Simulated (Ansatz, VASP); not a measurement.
# Two plane-wave programs on Ag

```
Ag
1.0
     2.87472    0.00000    0.00000
    -1.43736    2.48958    0.00000
     0.00000    0.00000    4.66889
Ag
2
Cartesian
  0.0000 1.6597 1.1672
  1.4374 0.8299 3.5017
```

Alike in both runs: task single point; functional LDA; k mesh 14 × 14 × 8; occupations fermi-dirac, width 0.1 eV; no spin polarisation.

|  | VASP | Ansatz |
| --- | --- | --- |
| version | VASP 6.6.1 | Ansatz 0.2.0 |
| potentials or method | VASP PAW LDA potentials, release 64 (Ag), cutoff 520 eV | plane waves (420 eV) with PAW, scalar-relativistic |
| valence electrons in the cell | 22 | 38 |

|  | VASP | Ansatz | Ansatz less VASP |
| --- | --- | --- | --- |
| pressure (GPa) | -4.7 | -4.9 | -0.15 |
| traceless stress, the component that is largest in VASP (GPa) | 0.43 | 0.44 | +0.010 |

Ansatz warns that its potentials were made for another functional, while VASP's fit it. LDA's correlation is that of Perdew and Zunger in VASP and of Perdew and Wang (1992) in Ansatz. VASP's potentials hold 22 valence electrons a cell and Ansatz's 38, so a difference there can come from the potentials and not from the codes.
